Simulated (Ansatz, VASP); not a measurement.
# LiCl: VASP beside Ansatz

File INCAR:

```
SYSTEM = LiCl
PREC     = Accurate       ! precision mode
ENCUT    = 750            ! plane-wave cutoff, eV
EDIFF    = 1E-6           ! SCF threshold, eV
ISMEAR   = -1             ! smearing method
SIGMA    = 0.05           ! smearing width, eV
LREAL    = .False.        ! projectors in reciprocal space
LASPH    = .True.         ! aspherical terms in the spheres
NELM     = 120            ! most SCF steps
ALGO     = Normal         ! electronic algorithm
ISIF     = 2              ! what is computed and relaxed
LWAVE    = .False.        ! write WAVECAR
LCHARG   = .False.        ! write CHGCAR
GGA      = PS             ! functional
NBANDS   = 12             ! bands
GGA_COMPAT= .False.
```

The input KPOINTS:

```
regular mesh
0
Gamma
  6 6 6
  0 0 0
```

The input POSCAR:

```
LiCl
1.0
    3.2711235777      0.0000000000      0.0000000000
    0.0000000000      3.2711235777      0.0000000000
    0.0000000000      0.0000000000      3.2711235777
Li Cl
1 1
Direct
    0.0000000000      0.0000000000      0.0000000000
    0.5000000000      0.5000000000      0.5000000000
```

Input for Ansatz:

```yaml
crystal:
  lattice:
    - [3.2711235777, 0.0, 0.0]
    - [0.0, 3.2711235777, 0.0]
    - [0.0, 0.0, 3.2711235777]
  atoms:
    - { symbol: Li, position: [0.0, 0.0, 0.0] }
    - { symbol: Cl, position: [0.5, 0.5, 0.5] }
kpoints:
  mp_grid: { grid: [6, 6, 6] }
hamiltonian:
  xc: pbesol
scf:
  occupations: { method: fermi_dirac, width: 0.05 }
  n_extra_bands: 4
output:
  forces: true
  stress: true
  eigenvalues: true
```

Alike in both runs: task single point; functional PBEsol; k mesh 6 × 6 × 6; occupations fermi-dirac, width 0.05 eV; no spin polarisation.

|  | VASP | Ansatz |
| --- | --- | --- |
| version | VASP 6.6.1 | Ansatz 0.2.0 |
| potentials or method | VASP PAW PBE potentials, release 64 (Li_sv, Cl) | plane waves |
| plane-wave cutoff (eV) | 750 | 420 |
| valence electrons in the cell | 10 | 10 |

```csv
,VASP,Ansatz,Ansatz less VASP
gap on the k mesh at the Fermi level (eV),4.27,4.26,-0.004
pressure (GPa),-1.3,-1.2,+0.05
```

VASP's potentials were made for PBE, not for PBEsol.
